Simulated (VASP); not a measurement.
# CdS (F-43m) in VASP: further runs

CdS is run at these levels: PBE; tasks: vibrations by perturbation theory, elastic constants.

Program: VASP 6.6.1. These are calculated values, not measurements. Logs are shortened: lines on timing, memory, paths and dates and some standing lists are left out, and cuts for length are marked.

### Step 1. The cell of the first run

The structure is cubic, space group F-43m (No. 216). The conventional cell has a = 5.927 Å, b = 5.927 Å, c = 5.927 Å, α = 90.00°, β = 90.00°, γ = 90.00°. Within 3.4 Å of Cd (site symmetry -43m) lie 4 S at 2.57 Å. Within 3.4 Å of S (site symmetry -43m) lie 4 Cd at 2.57 Å.

### Step 2. Vibrations by perturbation theory, PBE

File INCAR:

```
PREC = Accurate ; ENCUT = 520
EDIFF = 1E-8 ; ISMEAR = 0
SIGMA = 0.01 ; LREAL = False
LASPH = True ; NELM = 80
ALGO = Normal ; ISIF = 2
LWAVE = False ; LCHARG = True
GGA = PE ; IBRION = 8
NSW = 1 ; LEPSILON = True
```

File KPOINTS:

```
Automatic mesh
0
Gamma
  8 8 8
```

File POSCAR:

```
CdS
1.0
    0.0000000000      2.9633284109      2.9633284109
    2.9633284109      0.0000000000      2.9633284109
    2.9633284109      2.9633284109      0.0000000000
Cd S
1 1
Direct
    0.0000000000      0.0000000000      0.0000000000
    0.2500000000      0.2500000000      0.2500000000
```

Potentials or basis: VASP PAW PBE potentials, release 64 (Cd, S).

The run is started by

```
$ cat potpaw_PBE.64/Cd/POTCAR potpaw_PBE.64/S/POTCAR > POTCAR
$ mpirun -np 1 vasp_std > vasp.out
```

OUTCAR:

```text
PREC = Accurate
   ENCUT = 520
   EDIFF = 1E-8
   ISMEAR = 0
   LREAL = False
   LASPH = True
   NELM = 80
   ISIF = 2
   GGA = PE
   IBRION = 8
   NSW = 1
   LEPSILON = True

 ion  position               nearest neighbor table
   1  0.000  0.000  0.000-   2 2.57   2 2.57   2 2.57   2 2.57
   2  0.250  0.250  0.250-   1 2.57   1 2.57   1 2.57   1 2.57

  LATTYP: Found a face centered cubic cell.
 ALAT       =     5.9266568218

  Lattice vectors:

 A1 = (   0.0000000000,   2.9633284109,   2.9633284109)
 A2 = (   2.9633284109,   0.0000000000,   2.9633284109)
 A3 = (   2.9633284109,   2.9633284109,   0.0000000000)

Analysis of symmetry for initial positions (statically):
=====================================================================
 Subroutine PRICEL returns:
 Original cell was already a primitive cell.

 Routine SETGRP: Setting up the symmetry group for a
 face centered cubic supercell.

 Subroutine GETGRP returns: Found 24 space group operations
 (whereof 24 operations were pure point group operations)
 out of a pool of 48 trial point group operations.

The static configuration has the point symmetry T_d .

Analysis of symmetry for dynamics (positions and initial velocities):
=====================================================================
 Subroutine PRICEL returns:
 Original cell was already a primitive cell.

 Routine SETGRP: Setting up the symmetry group for a
 face centered cubic supercell.

 Subroutine GETGRP returns: Found 24 space group operations
 (whereof 24 operations were pure point group operations)
 out of a pool of 48 trial point group operations.

The dynamic configuration has the point symmetry T_d .

 Subroutine INISYM returns: Found 24 space group operations
 (whereof 24 operations are pure point group operations),
 and found     1 'primitive' translations

----------------------------------------------------------------------------------------

                                     Primitive cell

  volume of cell :      52.0438

  direct lattice vectors                    reciprocal lattice vectors
     0.000000000  2.963328411  2.963328411    -0.168729189  0.168729189  0.168729189
     2.963328411  0.000000000  2.963328411     0.168729189 -0.168729189  0.168729189
     2.963328411  2.963328411  0.000000000     0.168729189  0.168729189 -0.168729189

  length of vectors
     4.190779228  4.190779228  4.190779228     0.292247528  0.292247528  0.292247528

  position of ions in fractional coordinates (direct lattice)
     0.000000000  0.000000000  0.000000000
     0.250000000  0.250000000  0.250000000

  ion indices of the primitive-cell ions
   primitive index   ion index
                 1           1
                 2           2

----------------------------------------------------------------------------------------

 KPOINTS: Automatic mesh

Automatic generation of k-mesh.
 Grid dimensions read from file:
 generate k-points for:    8    8    8

 Generating k-lattice:

  Cartesian coordinates                     Fractional coordinates (reciprocal lattice)
    -0.021091149  0.021091149  0.021091149     0.125000000  0.000000000  0.000000000
[... 533 lines left out ...]
  ---------------------------------------------------
  free energy    TOTEN  =        -0.88436636 eV

  energy without entropy =       -0.88436636

------------------------ aborting loop because EDIFF is reached ----------------------------------------

--------------------------------------- Ionic step        2  -------------------------------------------

------------------------ aborting loop because EDIFF is reached ----------------------------------------

--------------------------------------- Ionic step        3  -------------------------------------------

------------------------ aborting loop because EDIFF is reached ----------------------------------------

 PIEZOELECTRIC TENSOR FIELD DIRECTION 3  (e Angst)
 -----------------------------------------------------------------------------
    -0.00082 -2.11320  0.00000           ( -0.00000  0.02969  0.00000)
    -2.11320 -0.00082  0.00000           (  0.02969 -0.00000  0.00000)
     0.00000  0.00000 -0.00035           (  0.00000  0.00000 -0.00000)

 PIEZOELECTRIC TENSOR FIELD DIRECTION 3  (C/m^2)
 -----------------------------------------------------------------------------
    -0.00025 -0.65055  0.00000
    -0.65055 -0.00025  0.00000
     0.00000  0.00000 -0.00011

--------------------------------------- Ionic step        4  -------------------------------------------

------------------------ aborting loop because EDIFF is reached ----------------------------------------

[... ionic steps 5 to 6 ...]

--------------------------------------- Ionic step        7  -------------------------------------------

 Free energy of the ion-electron system (eV)
  ---------------------------------------------------
  ---------------------------------------------------
  free energy    TOTEN  =        -0.10792629 eV

  energy without entropy =       -0.10792629

------------------------ aborting loop because EDIFF is reached ----------------------------------------

 INTERNAL STRAIN TENSOR  FOR ION    2  DIRECTION 1   (eV/Angst):
 -----------------------------------------------------------------------------
     0.01106  0.00000  0.00000
     0.00000 -0.00242 -5.35202
     0.00000 -5.35202 -0.00242

 MACROSCOPIC STATIC DIELECTRIC TENSOR (including local field effects in DFT)
 ------------------------------------------------------
           6.695914    -0.000000    -0.000000
           0.000000     6.695914     0.000000
           0.000000     0.000000     6.695914
 ------------------------------------------------------

 PIEZOELECTRIC TENSOR (including local field effects)  for field in x, y, z        (e  Angst)
          XX          YY          ZZ          XY          YZ          ZX
  --------------------------------------------------------------------------------
  x     0.00000    -0.00000    -0.00000     0.00000    -2.12697     0.00000
  y     0.00000    -0.00000    -0.00000     0.00000    -0.00000    -2.12697
  z    -0.00000    -0.00000     0.00000    -2.12697     0.00000     0.00000

 PIEZOELECTRIC TENSOR (including local field effects)  for field in x, y, z        (C/m^2)
          XX          YY          ZZ          XY          YZ          ZX
  --------------------------------------------------------------------------------
  x     0.00000    -0.00000    -0.00000     0.00000    -0.65479     0.00000
  y     0.00000    -0.00000    -0.00000     0.00000    -0.00000    -0.65479
  z    -0.00000    -0.00000     0.00000    -0.65479     0.00000     0.00000

 BORN EFFECTIVE CHARGES (including local field effects) (in |e|, cummulative output)
 ---------------------------------------------------------------------------------
 ion    1
    1     2.26381     0.00000    -0.00000
    2    -0.00000     2.26381     0.00000
    3    -0.00000     0.00000     2.26381
 ion    2
    1    -2.26381     0.00000     0.00000
    2     0.00000    -2.26381    -0.00000
    3     0.00000    -0.00000    -2.26381

 INTERNAL STRAIN TENSOR FOR ION    2 for displacements in x,y,z  (eV/Angst):
          X           Y           Z          XY          YZ          ZX
  --------------------------------------------------------------------------------
  x     0.00000    -0.00000    -0.00000     0.00000    -5.35202     0.00000
  y     0.00000    -0.00000     0.00000     0.00000     0.00000    -5.35202
  z    -0.00000    -0.00000     0.00000    -5.35202     0.00000     0.00000

 SECOND DERIVATIVES (NOT SYMMETRIZED)
 ------------------------------------
               1X          1Y          1Z          2X          2Y          2Z
  1X    -4.411900    0.000000    0.000000    4.411900    0.000000    0.000000
  1Y     0.000000   -4.411900    0.000000    0.000000    4.411900    0.000000
  1Z     0.000000    0.000000   -4.411900    0.000000    0.000000    4.411900
  2X     4.395515    0.000000    0.000000   -4.395515    0.000000    0.000000
  2Y     0.000000    4.395515    0.000000    0.000000   -4.395515    0.000000
  2Z     0.000000    0.000000    4.395515    0.000000    0.000000   -4.395515

 Eigenvectors and eigenvalues of the dynamical matrix
 ----------------------------------------------------

   1 f  =    6.564594 THz    41.246562 2PiTHz  218.971292 cm-1    27.148968 meV
             X         Y         Z           dx          dy          dz
      0.000000  0.000000  0.000000    -0.471793    0.000000    0.000000
      1.481664  1.481664  1.481664     0.881709    0.000000    0.000000
[... 21 lines left out ...]
   6 f/i=    0.005080 THz     0.031920 2PiTHz    0.169460 cm-1     0.021010 meV
             X         Y         Z           dx          dy          dz
      0.000000  0.000000  0.000000     0.000000    0.000000    0.881709
      1.481664  1.481664  1.481664     0.000000    0.000000    0.471793

--------------------------------------------------------------------------------------------------------

 MACROSCOPIC STATIC DIELECTRIC TENSOR IONIC CONTRIBUTION
 ------------------------------------------------------
           4.046295    -0.000000    -0.000000
          -0.000000     4.046295     0.000000
          -0.000000     0.000000     4.046295
 ------------------------------------------------------

 ELASTIC MODULI CONTR FROM IONIC RELAXATION (kBar)
 Direction    XX          YY          ZZ          XY          YZ          ZX
 --------------------------------------------------------------------------------
 XX          -0.0000      0.0000      0.0000     -0.0000      0.0000     -0.0000
 YY           0.0000     -0.0000     -0.0000     -0.0000     -0.0000     -0.0000
 ZZ           0.0000     -0.0000     -0.0000      0.0000     -0.0000     -0.0000
 XY          -0.0000     -0.0000      0.0000   -203.8932      0.0000      0.0000
 YZ           0.0000     -0.0000     -0.0000      0.0000   -203.8932      0.0000
 ZX          -0.0000     -0.0000     -0.0000      0.0000      0.0000   -203.8932
 --------------------------------------------------------------------------------

 PIEZOELECTRIC TENSOR IONIC CONTR  for field in x, y, z        (C/m^2)
          XX          YY          ZZ          XY          YZ          ZX
  --------------------------------------------------------------------------------
  x    -0.00000     0.00000     0.00000    -0.00000     0.85468     0.00000
  y     0.00000     0.00000     0.00000     0.00000    -0.00000     0.85468
  z     0.00000     0.00000    -0.00000     0.85468    -0.00000     0.00000
```

Run time: 3.4 min. Hardware: 1 thread of Intel Xeon 6975P-C (Granite Rapids), shared host; peak memory 0.32 GiB.

Results:

| Item | Value |
| --- | --- |
| Electronic dielectric tensor (diagonal) | 6.70 |
| Born charges (mean of the diagonal) | Cd +2.26; S -2.26 e |
| Highest phonon frequency at Γ, LO-TO splitting left out | 219 cm⁻¹ |

Phonon frequencies in cm⁻¹ (negative: imaginary):
```csv
q point,frequencies
"(0.000, 0.000, 0.000)",0 0 0 219 219 219
```

Electronic dielectric tensor:
```
6.70 0.00 0.00
0.00 6.70 0.00
0.00 0.00 6.70
```

Born effective charge tensors (e):
atom 1, Cd
```
2.26 0.00 0.00
0.00 2.26 0.00
0.00 0.00 2.26
```
atom 2, S
```
-2.26  0.00  0.00
 0.00 -2.26  0.00
 0.00  0.00 -2.26
```

### Step 3. Elastic constants, PBE

File INCAR:

```
SYSTEM = CdS
PREC = Accurate ; ENCUT = 600
EDIFF = 1E-8 ; ISMEAR = 0
SIGMA = 0.01 ; LREAL = .False.
LASPH = .True. ; NELM = 60
ALGO = Normal ; ISIF = 3
LWAVE = .False. ; LCHARG = .False.
GGA = PE ; IBRION = 6
NFREE = 2 ; POTIM = 0.015
NSW = 1
```

File KPOINTS:

```
Automatic mesh
0
Gamma
  8 8 8
  0 0 0
```

POSCAR is that of step 2.

Potentials or basis: VASP PAW PBE potentials, release 64 (Cd, S).

The run is started by

```
$ cat potpaw_PBE.64/Cd/POTCAR potpaw_PBE.64/S/POTCAR > POTCAR
$ mpirun -np 1 vasp_std > vasp.out
```

Run time: 8.8 min. Hardware: 1 thread of Intel Xeon 6975P-C (Granite Rapids), shared host; peak memory 0.38 GiB.

It converged, with:

```yaml
Elastic_constants_C11_C12_C44: 67, 48, 26 GPa
Voigt_bulk_modulus: 54 GPa
Highest_phonon_frequency_at_Γ_LO-TO_splitting_left_out: 219 cm⁻¹
```

Phonon frequencies in cm⁻¹ (negative: imaginary):
| q point | frequencies |
| --- | --- |
| (0.000, 0.000, 0.000) | 0 0 0 219 219 219 |

Elastic tensor in Voigt notation (GPa, in the Cartesian axes of the cell as first typed):
```
67 48 48  0  0  0
48 67 48  0  0  0
48 48 67  0  0  0
 0  0  0 26  0  0
 0  0  0  0 26  0
 0  0  0  0  0 26
```

Clamped-ion elastic tensor (GPa):
```
67 48 48  0  0  0
48 67 48  0  0  0
48 48 67  0  0  0
 0  0  0 47  0  0
 0  0  0  0 47  0
 0  0  0  0  0 47
```
